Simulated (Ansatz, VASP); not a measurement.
## NaCl: VASP beside Ansatz

```
Na Cl
1.0
     0.00000    2.80398    2.80398
     2.80398    0.00000    2.80398
     2.80398    2.80398    0.00000
Na Cl
1 1
Direct
  0.00000 0.00000 0.00000
  0.50000 0.50000 0.50000
```

Alike in both runs: functional r2SCAN; k mesh 8 × 8 × 8; occupations gaussian, width 0.02 eV; no spin polarisation.

Ansatz relaxed the structure, and its values are those at the end. VASP's run is a single point on that final structure, the one shown.

|  | VASP | Ansatz |
| --- | --- | --- |
| version | VASP 6.6.1 | Ansatz 0.2.0 |
| potentials or method | VASP PAW PBE potentials, release 64 (Na_pv, Cl), cutoff 520 eV | scalar-relativistic, plane waves, PAW |
| valence electrons in the cell | 14 | 16 |

|  | VASP | Ansatz | Ansatz less VASP |
| --- | --- | --- | --- |
| gap on the k mesh at the Fermi level (eV) | 5.99 | 5.97 | -0.023 |
| least direct gap on the mesh (eV) | 5.99 | 5.97 | -0.023 |
| pressure (GPa) | -0.2 | 0.0 | +0.19 |

VASP's potentials were made for PBE, not for r2SCAN. With one functional, cell and mesh, what is left measures potentials, basis and numerics. VASP's potentials hold 14 valence electrons a cell and Ansatz's 16, so a difference there can come from the potentials and not from the codes.
